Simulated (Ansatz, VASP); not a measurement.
Cu in VASP and in Ansatz

```
CELL_PARAMETERS angstrom
0.00000 1.77060 1.77060
1.77060 0.00000 1.77060
1.77060 1.77060 0.00000
ATOMIC_POSITIONS crystal
Cu 0.00000 0.00000 0.00000
```

Alike in both runs: task single point; functional revPBE; dispersion D3(BJ); k mesh 13 × 13 × 13; occupations fermi-dirac, width 0.05 eV; no spin polarisation.

```csv
,VASP,Ansatz
version,VASP 6.6.1,Ansatz 0.2.0
potentials or method,"VASP PAW PBE potentials, release 64 (Cu)",Ansatz PAW
plane-wave cutoff (eV),600,420
valence electrons in the cell,11,19
```

VASP gave:

- gap on the k mesh at the Fermi level (eV): none
- pressure (GPa): -1.1

Problem. Which values does Ansatz return?

Solution. gap on the k mesh at the Fermi level (eV): none; pressure (GPa): -1.8.

VASP's potentials were made for PBE, not for revPBE. A gap of «none» marks a metal or a gap that the smearing closes. VASP's potentials hold 11 valence electrons a cell and Ansatz's 19, so a difference there can come from the potentials and not from the codes.
